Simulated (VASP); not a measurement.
# BeS (F-43m) in VASP: settings compared

Aim: see how the results for BeS move with the level of theory and the settings. Levels: LDA, PBEsol. Tasks: electric field gradients.

Program: VASP 6.6.1. These are calculated values, not measurements. Logs are shortened: lines on timing, memory, paths and dates and some standing lists are left out, and cuts for length are marked.

## (1) The cell of the first run

The structure is cubic, space group F-43m (No. 216). The conventional cell has a = 4.850 Å, b = 4.850 Å, c = 4.850 Å, α = 90.00°, β = 90.00°, γ = 90.00°. Be (site symmetry -43m) has 4 S at 2.10 Å within 2.8 Å. S (site symmetry -43m) has 4 Be at 2.10 Å within 2.8 Å.

## (2) Electric field gradients, LDA

Input file INCAR:

```
PREC = Accurate
ENCUT = 520
EDIFF = 1E-8
ISMEAR = -1
SIGMA = 0.02
LREAL = F
LASPH = T
NELM = 60
ALGO = Normal
ISIF = 2
LWAVE = F
LCHARG = F
LEFG = T
ISYM = 0
NBANDS = 11
```

Input file KPOINTS:

```
Automatic mesh
0
Gamma
  9 9 9
  0.5 0.5 0.5
```

Input file POSCAR:

```
BeS
1.0
    0.0000000000      2.4250000000      2.4250000000
    2.4250000000      0.0000000000      2.4250000000
    2.4250000000      2.4250000000      0.0000000000
Be S
1 1
Direct
    0.0000000000      0.0000000000      0.0000000000
    0.7500000000      0.7500000000      0.7500000000
```

Potentials or basis: VASP PAW LDA potentials, release 64 (Be, S).

On the command line:

```bash
cat potpaw_LDA.64/Be/POTCAR potpaw_LDA.64/S/POTCAR > POTCAR
mpirun -np 1 vasp_std > vasp.out
```

OUTCAR:

```text
PREC = Accurate
   ENCUT = 520
   EDIFF = 1E-8
   ISMEAR = -1
   LREAL = F
   LASPH = T
   NELM = 60
   ISIF = 2
   ISYM = 0

 ion  position               nearest neighbor table
   1  0.000  0.000  0.000-   2 2.10   2 2.10   2 2.10   2 2.10
   2  0.750  0.750  0.750-   1 2.10   1 2.10   1 2.10   1 2.10

IMPORTANT INFORMATION: All symmetrisations will be switched off!
NOSYMM: (Re-)initialisation of all symmetry stuff for point group C_1.

----------------------------------------------------------------------------------------

                                     Primitive cell

  volume of cell :      28.5210

  direct lattice vectors                    reciprocal lattice vectors
     0.000000000  2.425000000  2.425000000    -0.206185567  0.206185567  0.206185567
     2.425000000  0.000000000  2.425000000     0.206185567 -0.206185567  0.206185567
     2.425000000  2.425000000  0.000000000     0.206185567  0.206185567 -0.206185567

  length of vectors
     3.429467889  3.429467889  3.429467889     0.357123878  0.357123878  0.357123878

  position of ions in fractional coordinates (direct lattice)
     0.000000000  0.000000000  0.000000000
     0.750000000  0.750000000  0.750000000

  ion indices of the primitive-cell ions
   primitive index   ion index
                 1           1
                 2           2

----------------------------------------------------------------------------------------

 KPOINTS: Automatic mesh

Automatic generation of k-mesh.
 Grid dimensions read from file:
 generate k-points for:    9    9    9

 Generating k-lattice:

  Cartesian coordinates                     Fractional coordinates (reciprocal lattice)
    -0.022909507  0.022909507  0.022909507     0.111111111  0.000000000  0.000000000
     0.022909507 -0.022909507  0.022909507     0.000000000  0.111111111  0.000000000
     0.022909507  0.022909507 -0.022909507     0.000000000  0.000000000  0.111111111

  Length of vectors
     0.039680431  0.039680431  0.039680431

  Shift w.r.t. Gamma in fractional coordinates (k-lattice)
     0.500000000  0.500000000  0.500000000

 Subroutine IBZKPT returns following result:
 ===========================================

 Found   1460 irreducible k-points:

 Following reciprocal coordinates:
            Coordinates               Weight
  0.055556  0.055556  0.055556      2.000000
  0.055556  0.000000  0.000000      2.000000
  0.000000  0.000000 -0.055556      2.000000
  0.000000  0.055556  0.000000      2.000000
  0.166667  0.055556  0.055556      2.000000
  0.055556  0.166667  0.055556      2.000000
[... 16 lines left out ...]
  0.000000  0.222222 -0.055556      2.000000
  0.222222  0.000000 -0.055556      2.000000
 [... further k-points ...]
   k-points           NKPTS =   1460   k-points in BZ     NKDIM =   1460   number of bands    NBANDS=     11
   number of dos      NEDOS =    301   number of ions     NIONS =      2
   total plane-waves  NPLWV =  21952
   dimension x,y,z NGX =    28 NGY =   28 NGZ =   28
   dimension x,y,z NGXF=    56 NGYF=   56 NGZF=   56
   ions per type =               1   1
   NGX,Y,Z   is equivalent  to a cutoff of  13.57, 13.57, 13.57 a.u.
   NGXF,Y,Z  is equivalent  to a cutoff of  27.15, 27.15, 27.15 a.u.
 SYSTEM =  unknown system
   PREC   = accura    normal or accurate (medium, high low for compatibility)
   ISTART =      0    job   : 0-new  1-cont  2-samecut
   ICHARG =      2    charge: 1-file 2-atom 10-const
   ISPIN  =      1    spin polarized calculation?
   LNONCOLLINEAR =      F non collinear calculations
   LSORBIT =      F    spin-orbit coupling
   LASPH  =      T    aspherical Exc in radial PAW
   ENCUT  =  520.0 eV  38.22 Ry    6.18 a.u.   6.38  6.38  6.38*2*pi/ulx,y,z
   NELM   =     60;   NELMIN=  2; NELMDL= -5     # of ELM steps
   EDIFF  = 0.1E-07   stopping-criterion for ELM
   LREAL  =      F    real-space projection
   EDIFFG = 0.1E-06   stopping-criterion for IOM
   NSW    =      0    number of steps for IOM
   IBRION =     -1    ionic relax: 0-MD 1-quasi-New 2-CG
   NFREE  =      0    steps in history (QN), initial steepest desc. (CG)
   ISIF   =      2    stress and relaxation
   ISYM   =      0    0-nonsym 1-usesym 2-fastsym
   POTIM  = 0.5000    time-step for ionic-motion
   TEBEG  =    0.0;   TEEND  =   0.0 temperature during run
   PSTRESS=    0.0 pullay stress
   NELECT =       8.0000    total number of electrons
   NUPDOWN=      -1.0000    fix difference up-down
   EMIN   =  10.00;   EMAX   =-10.00  energy-range for DOS
   EFERMI =   0.00;   METHOD = LEGACY
   ISMEAR =    -1;   SIGMA  =   0.02  broadening in eV -4-tet -1-fermi 0-gaus
   EFERMI_NEDOS =   21; number of points for ismear=-14 and -15
   IALGO  =     38    algorithm
   IMIX   =      4    mixing-type and parameters
     AMIX     =   0.40;   BMIX     =  1.00
     AMIX_MAG =   1.60;   BMIX_MAG =  1.00
  volume/ion in A,a.u.               =      14.26        96.23
  Fermi-wavevector in a.u.,A,eV,Ry     =   1.071642  2.025110 15.625158  1.148417
  Thomas-Fermi vector in A             =   2.207388
   LORBIT       =      0    0 simple, 1 ext, 2 COOP (PROOUT), +10 PAW based schemes
   GGA     = CA    functional components
   LHFCALC =     F    Hartree Fock is set to
   AEXX    =    0.0000 exact exchange contribution
   IVDW    =     0    specifies the selected vdW correction
   LEPSILON=     F    determine dielectric tensor
   LRPA    =     F    only Hartree local field effects (RPA)
 non-spin polarized calculation
  energy-cutoff  :      520.00
  volume of cell :       28.52
 maximum number of plane-waves:       779
 NGX is ok and might be reduce to    28
   NGX = 13   NGY = 13   NGZ = 13

 number of electron       7.9999999 magnetization

 Free energy of the ion-electron system (eV)
  ---------------------------------------------------
  ext. energy  EPLUGINS =         0.00000000
  ---------------------------------------------------
  free energy    TOTEN  =       -11.13340225 eV

  energy without entropy =      -11.13340225  energy(sigma->0) =      -11.13340225

 E-fermi :   4.4003     XC(G=0):  -9.9892

 val. band max:        3.9847580591   @ k =   0.0000   0.0556   0.0000
 cond. band min:       7.0898013587   @ k =   0.4444   0.4444  -0.0556
 fundamental gap:      3.1050432997
 Fermi energy:         4.4002632086

 k-point     1 :       0.0556    0.0556    0.0556
  band No.  band energies     occupation
      1      -9.5911      2.00000
      2       3.7420      2.00000
      3       3.9848      2.00000
      4       3.9848      2.00000
      5       9.5029      0.00000
      6       9.6519      0.00000
      7       9.6519      0.00000
      8      10.0656      0.00000
      9      16.6293      0.00000
     10      16.6293      0.00000
     11      18.5975      0.00000

 k-point     2 :       0.0556    0.0000    0.0000
  band No.  band energies     occupation
      1      -9.5911      2.00000
      2       3.7420      2.00000
      3       3.9848      2.00000
      4       3.9848      2.00000
      5       9.5029      0.00000
      6       9.6519      0.00000
      7       9.6519      0.00000
      8      10.0656      0.00000
      9      16.6293      0.00000
     10      16.6293      0.00000
     11      18.5975      0.00000

 k-point     3 :       0.0000    0.0000   -0.0556
  band No.  band energies     occupation
      1      -9.5911      2.00000
      2       3.7420      2.00000
      3       3.9848      2.00000
      4       3.9848      2.00000
      5       9.5029      0.00000
      6       9.6519      0.00000
      7       9.6519      0.00000
      8      10.0656      0.00000
      9      16.6293      0.00000
     10      16.6293      0.00000
     11      18.5975      0.00000

 k-point     4 :       0.0000    0.0556    0.0000
  band No.  band energies     occupation
      1      -9.5911      2.00000
      2       3.7420      2.00000
      3       3.9848      2.00000
      4       3.9848      2.00000
      5       9.5029      0.00000
      6       9.6519      0.00000
      7       9.6519      0.00000
      8      10.0656      0.00000
      9      16.6293      0.00000
     10      16.6293      0.00000
     11      18.5975      0.00000

 k-point     5 :       0.1667    0.0556    0.0556
  band No.  band energies     occupation
      1      -9.4042      2.00000
      2       2.6769      2.00000
      3       3.5168      2.00000
      4       3.9075      2.00000
      5       9.5570      0.00000
      6       9.8576      0.00000
      7      10.1418      0.00000
      8      11.2331      0.00000
      9      15.5914      0.00000
     10      16.3396      0.00000
     11      18.6705      0.00000
[... 211 lines left out ...]
 k-point    21 :       0.2778    0.2222    0.2222
  band No.  band energies     occupation
      1      -8.9714      2.00000
      2       0.8442      2.00000
      3       3.1109      2.00000
      4       3.5792      2.00000
      5       9.5923      0.00000
      6      10.3445      0.00000
      7      10.6430      0.00000
      8      12.8624      0.00000
      9      15.2317      0.00000
     10      16.4149      0.00000
     11      18.3112      0.00000

 k-point    22 :       0.0556   -0.2222    0.0000
  band No.  band energies     occupation
      1      -8.9714      2.00000
      2       0.8442      2.00000
      3       3.1109      2.00000
      4       3.5792      2.00000
      5       9.5923      0.00000
      6      10.3445      0.00000
      7      10.6430      0.00000
      8      12.8624      0.00000
      9      15.2317      0.00000
     10      16.4149      0.00000
     11      18.3112      0.00000

 k-point    23 :       0.0000    0.2222   -0.0556
  band No.  band energies     occupation
      1      -8.9714      2.00000
      2       0.8442      2.00000
      3       3.1109      2.00000
      4       3.5792      2.00000
      5       9.5923      0.00000
      6      10.3445      0.00000
      7      10.6430      0.00000
      8      12.8624      0.00000
      9      15.2317      0.00000
     10      16.4149      0.00000
     11      18.3112      0.00000

 k-point    24 :       0.2222    0.0000   -0.0556
  band No.  band energies     occupation
      1      -8.9714      2.00000
      2       0.8442      2.00000
      3       3.1109      2.00000
      4       3.5792      2.00000
      5       9.5923      0.00000
      6      10.3445      0.00000
      7      10.6430      0.00000
      8      12.8624      0.00000
      9      15.2317      0.00000
     10      16.4149      0.00000
     11      18.3112      0.00000

 [... further k-points ...]
[... 5 lines left out ...]
  --------------------------------------------------------------------------------------
  -------------------------------------------------------------------------------------
  Total       -0.5644346     -0.5644346     -0.5644346     -0.0000009     -0.0000009     -0.0000009
  in kB      -31.7072812    -31.7072782    -31.7072818     -0.0000492     -0.0000482     -0.0000496
  external PRESSURE =     -31.7072804 kB  Pullay stress =       0.0000000 kB

 VOLUME and BASIS-vectors are now :
 -----------------------------------------------------------------------------
  energy-cutoff  :      520.00
  volume of cell :       28.52
      direct lattice vectors                 reciprocal lattice vectors
     0.000000000  2.425000000  2.425000000    -0.206185567  0.206185567  0.206185567
     2.425000000  0.000000000  2.425000000     0.206185567 -0.206185567  0.206185567
     2.425000000  2.425000000  0.000000000     0.206185567  0.206185567 -0.206185567

 POSITION                                       TOTAL-FORCE (eV/Angst)
 -----------------------------------------------------------------------------------
      0.00000      0.00000      0.00000         0.000000      0.000000     -0.000000
      3.63750      3.63750      3.63750        -0.000000     -0.000000      0.000000
 -----------------------------------------------------------------------------------
    total drift:                                0.000000      0.000000      0.000000

  FREE ENERGIE OF THE ION-ELECTRON SYSTEM (eV)
  ---------------------------------------------------
  free  energy   TOTEN  =       -11.1334022477 eV

  energy  without entropy=      -11.1334022476  energy(sigma->0) =      -11.13340225

 Electric field gradients (V/A^2)
---------------------------------------------------------------------
 ion       V_xx      V_yy      V_zz      V_xy      V_xz      V_yz
---------------------------------------------------------------------
   1      -0.000     0.000     0.000    -0.000    -0.000    -0.000
   2      -0.000     0.000    -0.000     0.000     0.000     0.000
---------------------------------------------------------------------

 Electric field gradients after diagonalization (V/A^2)
 (convention: |V_zz| > |V_xx| > |V_yy|)
----------------------------------------------------------------------
 ion       V_xx      V_yy      V_zz     asymmetry (V_yy - V_xx)/ V_zz
----------------------------------------------------------------------
   1       0.000     0.000    -0.000       0.033
   2      -0.000    -0.000     0.001       0.012
----------------------------------------------------------------------

           NMR quadrupolar parameters

 Cq : quadrupolar parameter    Cq=e*Q*V_zz/h
 eta: asymmetry parameters     (V_yy - V_xx)/ V_zz
 Q  : nuclear electric quadrupole moment in mb (millibarn)
----------------------------------------------------------------------
 ion       Cq(MHz)       eta       Q (mb)
----------------------------------------------------------------------
   1      -0.000       0.033       1.000
   2       0.000       0.012       1.000
----------------------------------------------------------------------
```

Wall time 4.1 min (1 thread of AMD EPYC 9R45 (Zen 5), shared host); peak memory 0.47 GiB.

What came out:

```yaml
Free_energy: -11.1334 eV
Pressure: -3.2 GPa
Band_gap_on_the_k_mesh: 3.10 eV, indirect (least direct gap 5.52 eV)
```

Caveat: without QUAD_EFG the Cq values of the log hold for a quadrupole moment of 1 mb, not for the nuclei. A k mesh can miss the band edges.

(Part 1 of 2 ends here.)
